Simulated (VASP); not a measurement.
A run of VASP 6.6.1 is set up as follows.

The input INCAR:

```
SYSTEM = Sb
ALGO = Normal
EDIFF = 1E-6
ENCUT = 520
GGA = RE
ISIF = 2
ISMEAR = 1
IVDW = 12
LASPH = .TRUE.
LCHARG = .FALSE.
LREAL = .FALSE.
LWAVE = .FALSE.
NBANDS = 8
NELM = 80
PREC = Accurate
SIGMA = 0.01
```

File KPOINTS:

```
k-points
0
G
  9 9 9
  0 0 0
```

The input POSCAR:

```
Sb
1.0
    3.0972177907     -0.0000000171     -0.0000000297
   -1.0324059141      2.9200849426     -0.0000000297
   -1.0324059141     -1.4600424284      2.5288677662
Sb
1
Direct
    0.0000000000      0.0000000000      0.0000000000
```

Potentials or basis: VASP PAW PBE potentials, release 64 (Sb).

The run is started by

```console
$ cat potpaw_PBE.64/Sb/POTCAR > POTCAR
$ mpirun -np 1 vasp_std > vasp.out
```

Estimate the dispersion energy per atom.

-1.158 eV.

Predict the pressure.

9.3 GPa.

Caveat: three body term missing; the PAW data sets were made with another functional, which shifts forces and pressure a little; pairwise dispersion overbinds metals, which lowers pressure and volume.
